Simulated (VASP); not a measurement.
Set up this calculation in VASP 6.6.1, as the native input.

```
Task                   : single point
Functional             : PBE
Potentials or basis    : VASP PAW PBE potentials, release 64 (W_sv, C)
Cutoff                 : 520 eV
k mesh                 : 2 × 2 × 2
Occupations            : fermi-dirac, width 0.002 eV
Spin                   : no spin polarisation
Dipole correction      : no
Further INCAR settings : LREAL = Auto; ALGO = Normal; EDIFF = 1e-06; NBANDS = 86
```

The structure of WC lies in POSCAR:

```
WC
1.0
   -3.0554980000     -5.1491480000     -0.0512230000
    4.3520220000     -2.4410760000      0.0738330000
    0.0975860000      0.0017010000      5.7260980000
W C
8 8
Direct
    0.7127577892      0.4179504785     -0.0327882871
    0.7646883052      0.4002881006      0.4861452175
    0.4490736158     -0.0902579430      0.0117648899
    0.5158266244     -0.0966446318      0.5001412393
    0.2481855105      0.4012369027     -0.0037043931
    0.2288044345      0.3819959137      0.4873329351
   -0.0218343780     -0.0927428728     -0.0122545821
   -0.0103048274     -0.0659626896      0.4814696464
    0.4911229868      0.5631853829      0.2605919644
    0.5047784950      0.6023078338      0.7397858148
    0.2171992698      0.0928761006      0.2403326449
    0.2312507314      0.0451860881      0.7330487763
    0.0048668707      0.5716870504      0.2303208792
    0.0146137329      0.5928625151      0.7470489924
    0.7324902872      0.0883081695      0.2162555187
    0.7272284345      0.0939959213      0.7395805697
```

These files were run (other wordings do the same):

INCAR

```
SYSTEM = WC
  PREC = Accurate
  ENCUT = 520
  EDIFF = 1E-6
  ISMEAR = -1
  SIGMA = 0.002
  LREAL = Auto
  LASPH = .TRUE.
  NELM = 100
  ALGO = Normal
  ISIF = 2
  LWAVE = .FALSE.
  LCHARG = .FALSE.
  GGA = PE
  NBANDS = 86
```

KPOINTS

```
Automatic mesh
0
G
  2 2 2
  0 0 0
```

Potentials or basis: VASP PAW PBE potentials, release 64 (W_sv, C).

The run is started by

```console
$ cat potpaw_PBE.64/W_sv/POTCAR potpaw_PBE.64/C/POTCAR > POTCAR
$ mpirun -np 1 vasp_std > vasp.out
```

It gave:

The pressure is 5.7 GPa, the largest force is 6.028 eV/Å and the band gap on the k mesh is zero (band 72 reaches 11.15 eV, above the bottom of band 73 at 11.14 eV).

Caveat: the k points lie up to 0.63 Å⁻¹ apart; spin-orbit coupling is left out, which moves the levels of the heavy elements; forces of over 1 eV/Å act on the atoms, so gaps and moduli don't describe the material at rest.

It took 4 min on 1 thread of Intel(R) Xeon(R) Platinum 8259CL CPU @ 2.50GHz (Skylake/Cascade Lake) (shared host), peak memory 0.33 GiB.
